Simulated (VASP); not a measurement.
Input of a VASP 6.6.1 run:

The input POSCAR:

```
TiC
1.0
    0.0000000000      2.1315400000      2.0990800000
    2.1315400000      0.0000000000      2.0990800000
    2.1315400000      2.1315400000      0.0000000000
Ti C
1 1
Direct
    0.0000000000      0.0000000000      0.0000000000
    0.5000000000      0.5000000000      0.5000000000
```

The input INCAR.step1:

```
PREC = Accurate
ENCUT = 520
ISMEAR = 0
SIGMA = 0.15
LREAL = F
LASPH = T
NELM = 80
NBANDS = 15
GGA = PE
ALGO = Normal
EDIFF = 1E-4
LWAVE = T
LCHARG = F
```

The input INCAR.step2:

```
PREC = Accurate
ENCUT = 520
EDIFF = 1E-6
ISMEAR = 0
SIGMA = 0.15
LREAL = F
LASPH = T
NELM = 80
ALGO = Normal
ISIF = 2
LWAVE = F
LCHARG = F
METAGGA = R2SCAN
LMIXTAU = T
NBANDS = 15
ISTART = 1
```

KPOINTS

```
regular mesh
0
Gamma
  18 18 18
```

Potentials or basis: VASP PAW PBE potentials, release 64 (Ti_sv, C).

Launch:

```sh
$ cat potpaw_PBE.64/Ti_sv/POTCAR potpaw_PBE.64/C/POTCAR > POTCAR
$ cp INCAR.step1 INCAR
$ mpirun -np 1 vasp_std > vasp.out
$ cp INCAR.step2 INCAR
$ mpirun -np 1 vasp_std > vasp.out
```

Q: What does it give for the band gap on the k mesh?

A: Zero (band 8 reaches 11.23 eV, above the bottom of band 9 at 9.66 eV).

Q: Predict the pressure.

A: 19.1 GPa.

Stress tensor (GPa, compression positive):
```
16.36  0.00  0.00
 0.00 16.36  0.00
 0.00  0.00 24.64
```

Caveat: the cell differs from its parent crystal (strain -0.015 along x and y, -0.030 along z); the PAW data sets were made with another functional, which shifts forces and pressure a little.
